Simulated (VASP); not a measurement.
Here is a VASP 6.6.1 calculation.

The input INCAR:

```
SYSTEM = SiSn2
PREC = Accurate
ENCUT = 520
EDIFF = 1E-6
ISMEAR = 0
SIGMA = 0.1
LREAL = .FALSE.
LASPH = .TRUE.
NELM = 100
ALGO = Fast
ISIF = 2
LWAVE = .FALSE.
LCHARG = .FALSE.
GGA = PE
NBANDS = 41
```

Contents of KPOINTS:

```
Automatic mesh
0
G
  6 6 10
  0 0 0
```

POSCAR

```
SiSn2
1.0
    6.2631227461      0.0000000000      0.0000000000
    0.0000000000      7.3117661587      0.0000000000
    0.0000000000      0.0000000000      3.2894383280
Si Sn
2 4
Direct
    0.0000000000      0.0000000000      0.0000000000
    0.5000000000      0.5000000000      0.5000000000
    0.1677316222      0.3530357704      0.0000000000
    0.8322683778      0.6469642296      0.0000000000
    0.6677316222      0.1469642296      0.5000000000
    0.3322683778      0.8530357704      0.5000000000
```

Potentials or basis: VASP PAW PBE potentials, release 64 (Si, Sn_d).

Run with:

```sh
$ cat potpaw_PBE.64/Si/POTCAR potpaw_PBE.64/Sn_d/POTCAR > POTCAR
$ mpirun -np 1 vasp_std > vasp.out
```

**Question.** What does it give for the largest force?

**Answer.** 0.004 eV/Å.

**Question.** Predict the pressure.

**Answer.** -0.1 GPa.

Forces on the atoms (eV/Å):
```
Si   0.000  0.000  0.000
Si   0.000  0.000  0.000
Sn   0.004  0.000  0.000
Sn  -0.004  0.000  0.000
Sn   0.004  0.000  0.000
Sn  -0.004  0.000  0.000
```
